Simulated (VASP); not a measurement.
# SnO2 (P4_2/nmc) in VASP: single point with PBE

Aim: the single point of SnO2 with PBE.

All numbers are computed with VASP 6.6.1; they aren't measurements. Logs are shortened: lines on timing, memory, paths and dates and some standing lists are left out, and cuts for length are marked.

### 1 The cell of the first run

It takes space group P4_2/nmc (No. 137, tetragonal). Conventional cell: a = 3.549 Å, b = 3.549 Å, c = 5.429 Å, α = 90.00°, β = 90.00°, γ = 90.00°. Sn (site symmetry -4m2) has 8 O at 2.02 to 2.49 Å within 2.7 Å. O (site symmetry 2mm) has 4 Sn at 2.02 to 2.49 Å and 6 O at 2.63 to 2.71 Å within 2.8 Å.

### 2 Single point, PBE, non-collinear spin, zero start, spin-orbit coupling

File INCAR:

```
SYSTEM = SnO2
  PREC = Accurate
  ENCUT = 520
  EDIFF = 1E-6
  ISMEAR = -1
  SIGMA = 0.02
  LREAL = .False.
  LASPH = .True.
  NELM = 150
  ALGO = Normal
  ISIF = 2
  LWAVE = .False.
  LCHARG = .False.
  MAGMOM = 0 0 0 0 0 0 0 0 0 0 0 0 0 0 0 0 0 0
  LORBIT = 11
  LSORBIT = .True.
  GGA_COMPAT = .False.
  LORBMOM = .True.
  GGA = PE
  NBANDS = 68
```

File KPOINTS:

```
Automatic mesh
0
Gamma
  8 8 6
  0 0 0
```

File POSCAR:

```
SnO2
1.0
    3.5490131225      0.0000000000      0.0000000000
    0.0000000000      3.5490131225      0.0000000000
    0.0000000000      0.0000000000      5.4292608834
Sn O
2 4
Direct
    0.5000000000      0.5000000000      0.5000000000
    0.0000000000      0.0000000000      0.0000000000
    0.0000000000      0.5000000000      0.6771525376
    0.5000000000      0.0000000000      0.8228474624
    0.5000000000      0.0000000000      0.3228474624
    0.0000000000      0.5000000000      0.1771525376
```

Potentials or basis: VASP PAW PBE potentials, release 64 (Sn_d, O).

The run is started by

```console
cat potpaw_PBE.64/Sn_d/POTCAR potpaw_PBE.64/O/POTCAR > POTCAR
mpirun -np 1 vasp_ncl > vasp.out
```

OUTCAR:

```text
SYSTEM = SnO2
   PREC = Accurate
   ENCUT = 520
   EDIFF = 1E-6
   ISMEAR = -1
   LREAL = .False.
   LASPH = .True.
   NELM = 150
   ISIF = 2
   LORBIT = 11
   LSORBIT = .True.
   GGA = PE

 ion  position               nearest neighbor table
   1  0.500  0.500  0.500-   3 2.02   5 2.02   5 2.02   3 2.02   4 2.49   4 2.49   6 2.49   6 2.49
                             2 3.70   2 3.70   2 3.70   2 3.70   2 3.70   2 3.70   2 3.70   2 3.70
   2  0.000  0.000  0.000-   4 2.02   6 2.02   6 2.02   4 2.02   3 2.49   5 2.49   3 2.49   5 2.49
                             1 3.70   1 3.70   1 3.70   1 3.70   1 3.70   1 3.70   1 3.70   1 3.70
   3  0.000  0.500  0.677-   1 2.02   1 2.02   2 2.49   2 2.49
   4  0.500  0.000  0.823-   2 2.02   2 2.02   1 2.49   1 2.49
   5  0.500  0.000  0.323-   1 2.02   1 2.02   2 2.49   2 2.49
   6  0.000  0.500  0.177-   2 2.02   2 2.02   1 2.49   1 2.49

  LATTYP: Found a simple tetragonal cell.
 ALAT       =     3.5490131225
 C/A-ratio  =     1.5297945361

  Lattice vectors:

 A1 = (   3.5490131225,   0.0000000000,   0.0000000000)
 A2 = (   0.0000000000,   3.5490131225,   0.0000000000)
 A3 = (   0.0000000000,   0.0000000000,   5.4292608834)

Analysis of symmetry for initial positions (statically):
=====================================================================
 Subroutine PRICEL returns:
 Original cell was already a primitive cell.

 Routine SETGRP: Setting up the symmetry group for a
 simple tetragonal supercell.

 Subroutine GETGRP returns: Found 16 space group operations
 (whereof  8 operations were pure point group operations)
 out of a pool of 16 trial point group operations.

The static configuration has the point symmetry D_2d.
 The point group associated with its full space group is D_4h.

Analysis of symmetry for dynamics (positions and initial velocities):
=====================================================================
 Subroutine PRICEL returns:
 Original cell was already a primitive cell.

 Routine SETGRP: Setting up the symmetry group for a
 simple tetragonal supercell.

 Subroutine GETGRP returns: Found 16 space group operations
 (whereof  8 operations were pure point group operations)
 out of a pool of 16 trial point group operations.

The dynamic configuration has the point symmetry D_2d.
 The point group associated with its full space group is D_4h.

Analysis of structural, dynamic, and magnetic symmetry:
=====================================================================
 Subroutine PRICEL returns:
 Original cell was already a primitive cell.

 Routine SETGRP: Setting up the symmetry group for a
 simple tetragonal supercell.

 Subroutine GETGRP returns: Found 16 space group operations
 (whereof  8 operations were pure point group operations)
 out of a pool of 16 trial point group operations.

The overall configuration has the point symmetry D_2d.
 The point group associated with its full space group is D_4h.

 Subroutine INISYM returns: Found 16 space group operations
 (whereof  8 operations are pure point group operations),
 and found     1 'primitive' translations

----------------------------------------------------------------------------------------

                                     Primitive cell

  volume of cell :      68.3842

  direct lattice vectors                    reciprocal lattice vectors
     3.549013122  0.000000000  0.000000000     0.281768471  0.000000000  0.000000000
     0.000000000  3.549013122  0.000000000     0.000000000  0.281768471  0.000000000
     0.000000000  0.000000000  5.429260883     0.000000000  0.000000000  0.184187134

  length of vectors
     3.549013122  3.549013122  5.429260883     0.281768471  0.281768471  0.184187134

  position of ions in fractional coordinates (direct lattice)
     0.500000000  0.500000000  0.500000000
     0.000000000  0.000000000  0.000000000
     0.000000000  0.500000000  0.677152538
     0.500000000  0.000000000  0.822847462
     0.500000000  0.000000000  0.322847462
     0.000000000  0.500000000  0.177152538

  ion indices of the primitive-cell ions
   primitive index   ion index
                 1           1
[... 1742 lines left out ...]
     63      17.0690      0.00000
     64      17.0690      0.00000

 [... further k-points ...]

 [bands above 64 left out]

------------------------ aborting loop because EDIFF is reached ----------------------------------------

  FORCE on cell =-STRESS in cart. coord.  units (eV):
  Direction    XX          YY          ZZ          XY          YZ          ZX
  --------------------------------------------------------------------------------------
  -------------------------------------------------------------------------------------
  Total        3.9186899      3.9186899      3.4285657      0.0000000      0.0000000     -0.0000000
  in kB       91.8111783     91.8111783     80.3280337      0.0000000      0.0000000     -0.0000000
  external PRESSURE =      87.9834634 kB  Pullay stress =       0.0000000 kB

 VOLUME and BASIS-vectors are now :
 -----------------------------------------------------------------------------
  energy-cutoff  :      520.00
  volume of cell :       68.38
      direct lattice vectors                 reciprocal lattice vectors
     3.549013122  0.000000000  0.000000000     0.281768471  0.000000000  0.000000000
     0.000000000  3.549013122  0.000000000     0.000000000  0.281768471  0.000000000
     0.000000000  0.000000000  5.429260883     0.000000000  0.000000000  0.184187134

 POSITION                                       TOTAL-FORCE (eV/Angst)
 -----------------------------------------------------------------------------------
      1.77451      1.77451      2.71463         0.000000      0.000000      0.000000
      0.00000      0.00000      0.00000        -0.000000      0.000000      0.000000
      0.00000      1.77451      3.67644        -0.000000      0.000000      0.283670
      1.77451      0.00000      4.46745         0.000000      0.000000     -0.283670
      1.77451      0.00000      1.75282         0.000000      0.000000     -0.283670
      0.00000      1.77451      0.96181         0.000000      0.000000      0.283670
 -----------------------------------------------------------------------------------
    total drift:                                0.000000      0.000000      0.000000

  FREE ENERGIE OF THE ION-ELECTRON SYSTEM (eV)
  ---------------------------------------------------
  free  energy   TOTEN  =       -36.3549812860 eV

  energy  without entropy=      -36.3549812859  energy(sigma->0) =      -36.35498129

 orbital moment (x)

 # of ion     p       d       tot
 ----------------------------------------
  1         0.000  -0.000  -0.000
  2         0.000  -0.000  -0.000
  3         0.000   0.000   0.000
  4         0.000   0.000   0.000
  5        -0.000   0.000  -0.000
  6        -0.000   0.000  -0.000
 ----------------------------------------
            0.000  -0.000  -0.000

 orbital moment (y)

 # of ion     p       d       tot
 ----------------------------------------
  1        -0.000   0.000  -0.000
  2        -0.000  -0.000  -0.000
  3        -0.000   0.000  -0.000
  4        -0.000   0.000  -0.000
  5         0.000   0.000   0.000
  6         0.000   0.000   0.000
 ----------------------------------------
           -0.000  -0.000  -0.000

 orbital moment (z)

 # of ion     p       d       tot
 ----------------------------------------
  1         0.000   0.000   0.000
  2         0.000   0.000   0.000
  3         0.000   0.000   0.000
  4         0.000   0.000   0.000
  5        -0.000   0.000  -0.000
  6         0.000   0.000   0.000
 ----------------------------------------
            0.000   0.000   0.000

 Spin-Orbit-Coupling matrix elements

 Ion:    1  E_soc:     -0.0744297
 l=   1
     0.0000000    -0.0065086    -0.0069052
    -0.0065086     0.0000000    -0.0065086
    -0.0069052    -0.0065086     0.0000000
 l=   2
     0.0000000    -0.0011563     0.0000000    -0.0011563    -0.0045695
    -0.0011563     0.0000000    -0.0034731    -0.0011605    -0.0011518
     0.0000000    -0.0034731     0.0000000    -0.0034731     0.0000000
    -0.0011563    -0.0011605    -0.0034731     0.0000000    -0.0011518
    -0.0045695    -0.0011518     0.0000000    -0.0011518     0.0000000
 l=   3
     0.0000000     0.0000000     0.0000000     0.0000000     0.0000000     0.0000000     0.0000000
     0.0000000     0.0000000     0.0000000     0.0000000     0.0000000     0.0000000     0.0000000
     0.0000000     0.0000000     0.0000000     0.0000000     0.0000000     0.0000000     0.0000000
     0.0000000     0.0000000     0.0000000     0.0000000     0.0000000     0.0000000     0.0000000
[... 89 lines left out ...]
 l=   2
     0.0000000     0.0000000     0.0000000     0.0000000     0.0000000
     0.0000000     0.0000000     0.0000000     0.0000000     0.0000000
     0.0000000     0.0000000     0.0000000     0.0000000     0.0000000
     0.0000000     0.0000000     0.0000000     0.0000000     0.0000000
     0.0000000     0.0000000     0.0000000     0.0000000     0.0000000
 l=   3
     0.0000000     0.0000000     0.0000000     0.0000000     0.0000000     0.0000000     0.0000000
     0.0000000     0.0000000     0.0000000     0.0000000     0.0000000     0.0000000     0.0000000
     0.0000000     0.0000000     0.0000000     0.0000000     0.0000000     0.0000000     0.0000000
     0.0000000     0.0000000     0.0000000     0.0000000     0.0000000     0.0000000     0.0000000
     0.0000000     0.0000000     0.0000000     0.0000000     0.0000000     0.0000000     0.0000000
     0.0000000     0.0000000     0.0000000     0.0000000     0.0000000     0.0000000     0.0000000
     0.0000000     0.0000000     0.0000000     0.0000000     0.0000000     0.0000000     0.0000000

 total charge

# of ion       s       p       d       tot
------------------------------------------
    1        0.896   1.042  10.313  12.251
    2        0.896   1.042  10.313  12.251
    3        1.572   3.482   0.000   5.055
    4        1.572   3.482   0.000   5.055
    5        1.572   3.482   0.000   5.055
    6        1.572   3.482   0.000   5.055
--------------------------------------------------
tot          8.083  16.013  20.625  44.721

 magnetization (x)

# of ion       s       p       d       tot
------------------------------------------
    1        0.000   0.000   0.000   0.000
    2        0.000   0.000   0.000   0.000
    3        0.000   0.000   0.000   0.000
    4        0.000   0.000   0.000   0.000
    5        0.000   0.000   0.000   0.000
    6        0.000   0.000   0.000   0.000
--------------------------------------------------
tot          0.000   0.000   0.000   0.000

 magnetization (y)

# of ion       s       p       d       tot
------------------------------------------
    1        0.000   0.000  -0.000  -0.000
    2       -0.000  -0.000   0.000  -0.000
    3        0.000  -0.000   0.000  -0.000
    4        0.000   0.000   0.000   0.000
    5        0.000  -0.000   0.000  -0.000
    6        0.000   0.000   0.000   0.000
--------------------------------------------------
tot          0.000  -0.000  -0.000  -0.000

 magnetization (z)

# of ion       s       p       d       tot
------------------------------------------
    1       -0.000  -0.000   0.000  -0.000
    2        0.000   0.000   0.000   0.000
    3        0.000  -0.000   0.000  -0.000
    4        0.000  -0.000   0.000  -0.000
    5        0.000  -0.000   0.000  -0.000
    6        0.000  -0.000   0.000  -0.000
--------------------------------------------------
tot         -0.000  -0.000   0.000  -0.000
```

Wall time 18 min (1 thread of Oxide Virtual Turin-like, shared host); peak memory 0.51 GiB.

What came out:

```yaml
Free_energy: -36.3550 eV
Pressure: 8.8 GPa
Largest_force: 0.284 eV/Å
Net_moment: 0.00 μB per cell
Valence_electrons_inside_the_program's_atomic_spheres: Sn 12.25; O 5.05
```

Forces on the atoms (eV/Å):
```
Sn   0.000  0.000  0.000
Sn   0.000  0.000  0.000
O    0.000  0.000  0.284
O    0.000  0.000 -0.284
O    0.000  0.000 -0.284
O    0.000  0.000  0.284
```

Moments on the atoms (μB; x, y, z):
```
Sn  0.00 0.00 0.00
Sn  0.00 0.00 0.00
O   0.00 0.00 0.00
O   0.00 0.00 0.00
O   0.00 0.00 0.00
O   0.00 0.00 0.00
```

Caveat: the cell stands under pressure.
